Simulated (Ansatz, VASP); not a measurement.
# Two plane-wave programs on Cd2S

```xyz
3
Lattice="3.9627 0.0000 0.0000 -1.9813 3.4318 0.0000 0.0000 0.0000 5.8092" Properties=species:S:1:pos:R:3 pbc="T T T"
Cd    0.0000    2.2878    5.4183
Cd    1.9813    1.1439    3.3620
S     0.0000    2.2878    2.1245
```

Alike in both runs: task single point; functional r2SCAN-based global hybrid with a share of 0.25 of exact exchange; k mesh 5 × 5 × 3; occupations fermi-dirac, width 0.05 eV; no spin polarisation.

|  | VASP | Ansatz |
| --- | --- | --- |
| version | VASP 6.6.1 | Ansatz 0.2.0 |
| potentials or method | VASP PAW PBE potentials, release 64 (Cd, S) | Ansatz PAW |
| plane-wave cutoff (eV) | 520 | 500 |
| valence electrons in the cell | 30 | 46 |

```csv
,VASP,Ansatz,Ansatz less VASP
gap on the k mesh at the Fermi level (eV),1.98,1.91,-0.072
least direct gap on the mesh (eV),2.11,2.02,-0.084
pressure (GPa),-2.2,-2.4,-0.13
"traceless stress, the component that is largest in VASP (GPa)",-0.31,-0.39,-0.075
rms of the force components (eV/Å),0.079,0.087,+0.0084
```

VASP's potentials were made for PBE, not for r2SCAN-based global hybrid. Atom by atom the forces differ by 0.008 eV/Å (rms over components). With one functional, cell and mesh, what is left measures potentials, basis and numerics. VASP's potentials hold 30 valence electrons a cell and Ansatz's 46, so a difference there can come from the potentials and not from the codes.

Noted on Ansatz's run: odd divisions of the mesh miss points on the zone boundary, where band edges often lie, so the gap on the mesh can be too wide.
